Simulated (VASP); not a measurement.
Input of a VASP 6.6.1 run:

File INCAR:

```
  PREC = Accurate
  ENCUT = 520
  EDIFF = 1E-7
  ISMEAR = 0
  SIGMA = 0.1
  LREAL = False
  LASPH = True
  NELM = 100
  ALGO = Normal
  ISIF = 2
  LWAVE = False
  LCHARG = False
  GGA = PE
  NBANDS = 18
```

The input KPOINTS:

```
regular mesh
0
Gamma
  4 4 4
```

POSCAR

```
Sb3Se
1.0
    4.7509746025      0.0000000000      0.0000000000
    0.0000000000      4.7509746025      0.0000000000
    0.0000000000      0.0000000000      4.7509746025
Sb Se
3 1
Direct
    0.0000000000      0.5000000000      0.5000000000
    0.5000000000      0.0000000000      0.5000000000
    0.5000000000      0.5000000000      0.0000000000
    0.0000000000      0.0000000000      0.0000000000
```

Potentials or basis: VASP PAW PBE potentials, release 64 (Sb, Se).

Command:

```sh
$ cat potpaw_PBE.64/Sb/POTCAR potpaw_PBE.64/Se/POTCAR > POTCAR
$ mpirun -np 1 vasp_std > vasp.out
```

Problem. What does it give for the pressure?

Solution. -2.3 GPa.
